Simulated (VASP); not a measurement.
# NaAg (rocksalt type) (Fm-3m) in VASP: notebook

The runs below take NaAg (rocksalt type) through single point, with LDA.

All numbers are computed with VASP 6.6.1; they aren't measurements. Logs are shortened: lines on timing, memory, paths and dates and some standing lists are left out, and cuts for length are marked.

### 1 The cell of the first run

Symmetry: Fm-3m, No. 225, cubic system. Conventional cell: a = 5.118 Å, b = 5.118 Å, c = 5.118 Å, α = 90.00°, β = 90.00°, γ = 90.00°. Na (site symmetry m-3m) has 6 Ag at 2.56 Å within 3.4 Å. Ag (site symmetry m-3m) has 6 Na at 2.56 Å within 3.4 Å.

### 2 Single point, LDA (volume scaled by 0.7)

INCAR reads:

```
PREC     = Accurate       # precision mode
ENCUT    = 520            # plane-wave cutoff, eV
EDIFF    = 1E-6           # SCF threshold, eV
ISMEAR   = -1             # smearing method
SIGMA    = 0.05           # smearing width, eV
LREAL    = False          # projectors in reciprocal space
LASPH    = True           # aspherical terms in the spheres
NELM     = 60             # most SCF steps
ALGO     = Normal         # electronic algorithm
ISIF     = 2              # what is computed and relaxed
LWAVE    = False          # write WAVECAR
LCHARG   = False          # write CHGCAR
GGA      = CA             # functional
NBANDS   = 16             # bands
```

KPOINTS reads:

```
Automatic mesh
0
Gamma
  12 12 12
```

POSCAR reads:

```
NaAg
1.0
    0.0000000000      2.5591883466      2.5591883466
    2.5591883466      0.0000000000      2.5591883466
    2.5591883466      2.5591883466      0.0000000000
Na Ag
1 1
Direct
    0.0000000000      0.0000000000      0.0000000000
    0.5000000000      0.5000000000      0.5000000000
```

Potentials or basis: VASP PAW LDA potentials, release 64 (Na_pv, Ag).

Run with:

```
cat potpaw_LDA.64/Na_pv/POTCAR potpaw_LDA.64/Ag/POTCAR > POTCAR
mpirun -np 1 vasp_std > vasp.out
```

OUTCAR:

```text
PREC = Accurate
   ENCUT = 520
   EDIFF = 1E-6
   ISMEAR = -1
   LREAL = False
   LASPH = True
   NELM = 60
   ISIF = 2
   GGA = CA

 ion  position               nearest neighbor table
   1  0.000  0.000  0.000-   2 2.56   2 2.56   2 2.56   2 2.56   2 2.56   2 2.56
   2  0.500  0.500  0.500-   1 2.56   1 2.56   1 2.56   1 2.56   1 2.56   1 2.56

  LATTYP: Found a face centered cubic cell.
 ALAT       =     5.1183766932

  Lattice vectors:

 A1 = (   0.0000000000,   2.5591883466,   2.5591883466)
 A2 = (   2.5591883466,   0.0000000000,   2.5591883466)
 A3 = (   2.5591883466,   2.5591883466,   0.0000000000)

Analysis of symmetry for initial positions (statically):
=====================================================================
 Subroutine PRICEL returns:
 Original cell was already a primitive cell.

 Routine SETGRP: Setting up the symmetry group for a
 face centered cubic supercell.

 Subroutine GETGRP returns: Found 48 space group operations
 (whereof 48 operations were pure point group operations)
 out of a pool of 48 trial point group operations.

The static configuration has the point symmetry O_h .

Analysis of symmetry for dynamics (positions and initial velocities):
=====================================================================
 Subroutine PRICEL returns:
 Original cell was already a primitive cell.

 Routine SETGRP: Setting up the symmetry group for a
 face centered cubic supercell.

 Subroutine GETGRP returns: Found 48 space group operations
 (whereof 48 operations were pure point group operations)
 out of a pool of 48 trial point group operations.

The dynamic configuration has the point symmetry O_h .

 Subroutine INISYM returns: Found 48 space group operations
 (whereof 48 operations are pure point group operations),
 and found     1 'primitive' translations

----------------------------------------------------------------------------------------

                                     Primitive cell

  volume of cell :      33.5225

  direct lattice vectors                    reciprocal lattice vectors
     0.000000000  2.559188347  2.559188347    -0.195374444  0.195374444  0.195374444
     2.559188347  0.000000000  2.559188347     0.195374444 -0.195374444  0.195374444
     2.559188347  2.559188347  0.000000000     0.195374444  0.195374444 -0.195374444

  length of vectors
     3.619238868  3.619238868  3.619238868     0.338398463  0.338398463  0.338398463

  position of ions in fractional coordinates (direct lattice)
     0.000000000  0.000000000  0.000000000
     0.500000000  0.500000000  0.500000000

  ion indices of the primitive-cell ions
   primitive index   ion index
                 1           1
                 2           2

----------------------------------------------------------------------------------------

 KPOINTS: Automatic mesh

Automatic generation of k-mesh.
 Grid dimensions read from file:
 generate k-points for:   12   12   12

 Generating k-lattice:

  Cartesian coordinates                     Fractional coordinates (reciprocal lattice)
    -0.016281204  0.016281204  0.016281204     0.083333333  0.000000000  0.000000000
     0.016281204 -0.016281204  0.016281204     0.000000000  0.083333333  0.000000000
     0.016281204  0.016281204 -0.016281204     0.000000000  0.000000000  0.083333333

  Length of vectors
     0.028199872  0.028199872  0.028199872

  Shift w.r.t. Gamma in fractional coordinates (k-lattice)
     0.000000000  0.000000000  0.000000000

 Subroutine IBZKPT returns following result:
 ===========================================

 Found     72 irreducible k-points:

 Following reciprocal coordinates:
            Coordinates               Weight
  0.000000  0.000000  0.000000      1.000000
  0.083333  0.000000  0.000000      8.000000
  0.166667  0.000000  0.000000      8.000000
  0.250000  0.000000  0.000000      8.000000
  0.333333  0.000000  0.000000      8.000000
  0.416667  0.000000  0.000000      8.000000
[... 16 lines left out ...]
  0.500000  0.166667  0.000000     24.000000
 -0.416667  0.166667  0.000000     24.000000
 [... further k-points ...]
   k-points           NKPTS =     72   k-points in BZ     NKDIM =     72   number of bands    NBANDS=     16
   number of dos      NEDOS =    301   number of ions     NIONS =      2
   total plane-waves  NPLWV =  21952
   dimension x,y,z NGX =    28 NGY =   28 NGZ =   28
   dimension x,y,z NGXF=    56 NGYF=   56 NGZF=   56
   ions per type =               1   1
   NGX,Y,Z   is equivalent  to a cutoff of  12.86, 12.86, 12.86 a.u.
   NGXF,Y,Z  is equivalent  to a cutoff of  25.72, 25.72, 25.72 a.u.
 SYSTEM =  unknown system
   PREC   = accura    normal or accurate (medium, high low for compatibility)
   ISTART =      0    job   : 0-new  1-cont  2-samecut
   ICHARG =      2    charge: 1-file 2-atom 10-const
   ISPIN  =      1    spin polarized calculation?
   LNONCOLLINEAR =      F non collinear calculations
   LSORBIT =      F    spin-orbit coupling
   LASPH  =      T    aspherical Exc in radial PAW
   ENCUT  =  520.0 eV  38.22 Ry    6.18 a.u.   6.73  6.73  6.73*2*pi/ulx,y,z
   NELM   =     60;   NELMIN=  2; NELMDL= -5     # of ELM steps
   EDIFF  = 0.1E-05   stopping-criterion for ELM
   LREAL  =      F    real-space projection
   EDIFFG = 0.1E-04   stopping-criterion for IOM
   NSW    =      0    number of steps for IOM
   IBRION =     -1    ionic relax: 0-MD 1-quasi-New 2-CG
   NFREE  =      0    steps in history (QN), initial steepest desc. (CG)
   ISIF   =      2    stress and relaxation
   ISYM   =      2    0-nonsym 1-usesym 2-fastsym
   POTIM  = 0.5000    time-step for ionic-motion
   TEBEG  =    0.0;   TEEND  =   0.0 temperature during run
   PSTRESS=    0.0 pullay stress
   NELECT =      18.0000    total number of electrons
   NUPDOWN=      -1.0000    fix difference up-down
   EMIN   =  10.00;   EMAX   =-10.00  energy-range for DOS
   EFERMI =   0.00;   METHOD = LEGACY
   ISMEAR =    -1;   SIGMA  =   0.05  broadening in eV -4-tet -1-fermi 0-gaus
   EFERMI_NEDOS =   21; number of points for ismear=-14 and -15
   IALGO  =     38    algorithm
   IMIX   =      4    mixing-type and parameters
     AMIX     =   0.40;   BMIX     =  1.00
     AMIX_MAG =   1.60;   BMIX_MAG =  1.00
  volume/ion in A,a.u.               =      16.76       113.11
  Fermi-wavevector in a.u.,A,eV,Ry     =   1.330618  2.514504 24.089720  1.770544
  Thomas-Fermi vector in A             =   2.459691
   LORBIT       =      0    0 simple, 1 ext, 2 COOP (PROOUT), +10 PAW based schemes
   GGA     = CA    functional components
   LHFCALC =     F    Hartree Fock is set to
   AEXX    =    0.0000 exact exchange contribution
   IVDW    =     0    specifies the selected vdW correction
   LEPSILON=     F    determine dielectric tensor
   LRPA    =     F    only Hartree local field effects (RPA)
 non-spin polarized calculation
  energy-cutoff  :      520.00
  volume of cell :       33.52
 maximum number of plane-waves:       934
   NGX = 13   NGY = 13   NGZ = 13

 number of electron      17.9999994 magnetization

 Free energy of the ion-electron system (eV)
  ---------------------------------------------------
  ext. energy  EPLUGINS =         0.00000000
  ---------------------------------------------------
  free energy    TOTEN  =        -3.89969523 eV

  energy without entropy =       -3.89602754  energy(sigma->0) =       -3.89786138

 E-fermi :   5.6334     XC(G=0): -11.0649

 val. band max:        5.6281531037   @ k =  -0.3333   0.4167   0.1667
 cond. band min:       5.7291543669   @ k =  -0.4167   0.0833   0.0000
 fundamental gap:      0.1010012632
 Fermi energy:         5.6333552100

 k-point     1 :       0.0000    0.0000    0.0000
  band No.  band energies     occupation
      1     -18.2535      2.00000
      2     -18.2535      2.00000
      3     -18.2535      2.00000
      4      -0.7566      2.00000
      5       0.4916      2.00000
      6       0.4916      2.00000
[... 8 lines left out ...]
     15      18.0750      0.00000
     16      18.0750      0.00000

 k-point     2 :       0.0833    0.0000    0.0000
  band No.  band energies     occupation
      1     -18.2591      2.00000
      2     -18.2551      2.00000
      3     -18.2551      2.00000
      4      -0.6211      2.00000
      5       0.4836      2.00000
      6       0.5144      2.00000
[... 8 lines left out ...]
     15      18.5432      0.00000
     16      19.5821      0.00000

 k-point     3 :       0.1667    0.0000    0.0000
  band No.  band energies     occupation
      1     -18.2742      2.00000
      2     -18.2594      2.00000
      3     -18.2594      2.00000
      4      -0.2539      2.00000
      5       0.5032      2.00000
      6       0.5506      2.00000
[... 8 lines left out ...]
     15      19.4207      0.00000
     16      20.1897      0.00000

 k-point     4 :       0.2500    0.0000    0.0000
  band No.  band energies     occupation
      1     -18.2947      2.00000
      2     -18.2652      2.00000
      3     -18.2652      2.00000
      4       0.0612      2.00000
      5       0.5565      2.00000
      6       0.5565      2.00000
[... 8 lines left out ...]
     15      19.3109      0.00000
     16      19.9944      0.00000
[... 324 lines left out ...]
 k-point    22 :       0.4167    0.1667    0.0000
  band No.  band energies     occupation
      1     -18.3174      2.00000
      2     -18.2786      2.00000
      3     -18.2738      2.00000
      4       0.1865      2.00000
      5       0.5084      2.00000
      6       0.6557      2.00000
[... 8 lines left out ...]
     15      20.3207      0.00000
     16      20.8626      0.00000

 k-point    23 :       0.5000    0.1667    0.0000
  band No.  band energies     occupation
      1     -18.3246      2.00000
      2     -18.2833      2.00000
      3     -18.2772      2.00000
      4       0.1844      2.00000
      5       0.4868      2.00000
      6       0.6472      2.00000
[... 8 lines left out ...]
     15      20.3242      0.00000
     16      21.1505      0.00000

 k-point    24 :      -0.4167    0.1667    0.0000
  band No.  band energies     occupation
      1     -18.3259      2.00000
      2     -18.2841      2.00000
      3     -18.2782      2.00000
      4       0.2075      2.00000
      5       0.4726      2.00000
      6       0.6457      2.00000
[... 8 lines left out ...]
     15      19.7890      0.00000
     16      21.9129      0.00000

 [... further k-points ...]

------------------------ aborting loop because EDIFF is reached ----------------------------------------

  FORCE on cell =-STRESS in cart. coord.  units (eV):
  Direction    XX          YY          ZZ          XY          YZ          ZX
  --------------------------------------------------------------------------------------
  -------------------------------------------------------------------------------------
  Total        3.6059274      3.6059274      3.6059274      0.0000000     -0.0000000      0.0000000
  in kB      172.3418761    172.3418761    172.3418761      0.0000000     -0.0000000      0.0000000
  external PRESSURE =     172.3418761 kB  Pullay stress =       0.0000000 kB

 VOLUME and BASIS-vectors are now :
 -----------------------------------------------------------------------------
  energy-cutoff  :      520.00
  volume of cell :       33.52
      direct lattice vectors                 reciprocal lattice vectors
     0.000000000  2.559188347  2.559188347    -0.195374444  0.195374444  0.195374444
     2.559188347  0.000000000  2.559188347     0.195374444 -0.195374444  0.195374444
     2.559188347  2.559188347  0.000000000     0.195374444  0.195374444 -0.195374444

 POSITION                                       TOTAL-FORCE (eV/Angst)
 -----------------------------------------------------------------------------------
      0.00000      0.00000      0.00000         0.000000     -0.000000      0.000000
      2.55919      2.55919      2.55919        -0.000000      0.000000     -0.000000
 -----------------------------------------------------------------------------------
    total drift:                                0.000000      0.000000      0.000000

  FREE ENERGIE OF THE ION-ELECTRON SYSTEM (eV)
  ---------------------------------------------------
  free  energy   TOTEN  =        -3.8996952270 eV

  energy  without entropy=       -3.8960275372  energy(sigma->0) =       -3.89786138
```

Run time: 28 s. Hardware: 1 thread of AMD EPYC 7R13 (Zen 3), shared host; peak memory 0.13 GiB.

What came out:

| Item | Value |
| --- | --- |
| Free energy | -3.8997 eV |
| Pressure | 17.2 GPa |
| Band gap on the k mesh | zero (band 9 reaches 6.09 eV, above the bottom of band 10 at 4.54 eV) |

### 3 Single point, LDA (volume scaled by 0.7)

INCAR reads:

```
SYSTEM = NaAg
PREC = Accurate
ENCUT = 520
EDIFF = 1E-6
ISMEAR = -1
SIGMA = 0.05
LREAL = .FALSE.
LASPH = .TRUE.
NELM = 60
ALGO = Normal
ISIF = 2
LWAVE = .FALSE.
LCHARG = .FALSE.
GGA = CA
NBANDS = 16
```

KPOINTS reads:

```
regular mesh
0
G
  12 12 12
  0 0 0
```

POSCAR is that of step 2.

Potentials or basis: VASP PAW LDA potentials, release 64 (Na_pv, Ag).

Run with:

```
cat potpaw_LDA.64/Na_pv/POTCAR potpaw_LDA.64/Ag/POTCAR > POTCAR
mpirun -np 1 vasp_std > vasp.out
```

Run time: 27 s. Hardware: 1 thread of AMD EPYC 7R13 (Zen 3), shared host; peak memory 0.14 GiB.

Results (log left out):

```
Free energy            : -3.8997 eV
Pressure               : 17.2 GPa
Band gap on the k mesh : zero (band 9 reaches 6.09 eV, above the bottom of band 10 at 4.54 eV)
```

Levels at points of the mesh, in eV from the Fermi level:
| k point | band 6 | band 7 | band 8 | band 9 | band 10 | band 11 | band 12 | band 13 |
| --- | --- | --- | --- | --- | --- | --- | --- | --- |
| (0.00, 0.00, 0.00) | -5.14 | -5.14 | -4.99 | -4.99 | 10.65 | 10.88 | 10.88 | 10.88 |
| (0.50, 0.00, 0.00) | -5.10 | -4.53 | -4.53 | -1.19 | -1.09 | 7.82 | 7.82 | 11.76 |
| (0.50, 0.50, 0.00) | -4.71 | -4.41 | -4.41 | -0.38 | 0.33 | 5.04 | 5.04 | 7.84 |

### 4 Single point, LDA (volume scaled by 0.8)

INCAR reads:

```
SYSTEM = NaAg
PREC = Accurate
ENCUT = 520
EDIFF = 1E-6
ISMEAR = -1
SIGMA = 0.05
LREAL = .False.
LASPH = .True.
NELM = 80
ALGO = Normal
ISIF = 2
LWAVE = .False.
LCHARG = .False.
NBANDS = 16
```

KPOINTS reads:

```
regular mesh
0
Gamma
  12 12 12
  0 0 0
```

POSCAR reads:

```
NaAg
1.0
    0.0000000000      2.6756721514      2.6756721514
    2.6756721514      0.0000000000      2.6756721514
    2.6756721514      2.6756721514      0.0000000000
Na Ag
1 1
Direct
    0.0000000000      0.0000000000      0.0000000000
    0.5000000000      0.5000000000      0.5000000000
```

Run with:

```
cat potpaw_LDA.64/Na_pv/POTCAR potpaw_LDA.64/Ag/POTCAR > POTCAR
mpirun -np 1 vasp_std > vasp.out
```

It took 30 s on 1 thread of AMD EPYC 7R13 (Zen 3), shared host; peak memory 0.14 GiB.

The run converged. Its results:

* Free energy: -4.2619 eV
* Pressure: 7.8 GPa
* Band gap on the k mesh: zero (band 9 reaches 4.65 eV, above the bottom of band 10 at 3.43 eV)

Levels at points of the mesh, in eV from the Fermi level:
| k point | band 6 | band 7 | band 8 | band 9 | band 10 | band 11 | band 12 | band 13 |
| --- | --- | --- | --- | --- | --- | --- | --- | --- |
| (0.00, 0.00, 0.00) | -4.69 | -4.69 | -4.58 | -4.58 | 9.82 | 9.82 | 9.82 | 10.44 |
| (0.50, 0.00, 0.00) | -4.69 | -4.22 | -4.22 | -1.15 | -0.90 | 7.36 | 7.36 | 11.14 |
| (0.50, 0.50, 0.00) | -4.37 | -4.13 | -4.13 | -0.13 | 0.16 | 4.71 | 4.71 | 7.40 |

### 5 Single point, LDA (volume scaled by 0.8)

INCAR reads:

```
SYSTEM = NaAg
ALGO = Normal
EDIFF = 1E-6
ENCUT = 520
GGA = CA
ISIF = 2
ISMEAR = -1
LASPH = .True.
LCHARG = .False.
LREAL = .False.
LWAVE = .False.
NBANDS = 16
NELM = 100
PREC = Accurate
SIGMA = 0.05
```

KPOINTS reads:

```
k-points
0
Gamma
  12 12 12
  0 0 0
```

POSCAR is that of step 4.

Run with:

```
cat potpaw_LDA.64/Na_pv/POTCAR potpaw_LDA.64/Ag/POTCAR > POTCAR
mpirun -np 1 vasp_std > vasp.out
```

It took 27 s on 1 thread of AMD EPYC 7R13 (Zen 3), shared host; peak memory 0.14 GiB.

Results (log left out):

* Free energy: -4.2619 eV
* Pressure: 7.8 GPa
* Band gap on the k mesh: zero (band 9 reaches 4.65 eV, above the bottom of band 10 at 3.43 eV)

Levels at points of the mesh, in eV from the Fermi level:
| k point | band 6 | band 7 | band 8 | band 9 | band 10 | band 11 | band 12 | band 13 |
| --- | --- | --- | --- | --- | --- | --- | --- | --- |
| (0.00, 0.00, 0.00) | -4.69 | -4.69 | -4.58 | -4.58 | 9.82 | 9.82 | 9.82 | 10.44 |
| (0.50, 0.00, 0.00) | -4.69 | -4.22 | -4.22 | -1.15 | -0.90 | 7.36 | 7.36 | 11.14 |
| (0.50, 0.50, 0.00) | -4.37 | -4.13 | -4.13 | -0.13 | 0.16 | 4.71 | 4.71 | 7.40 |
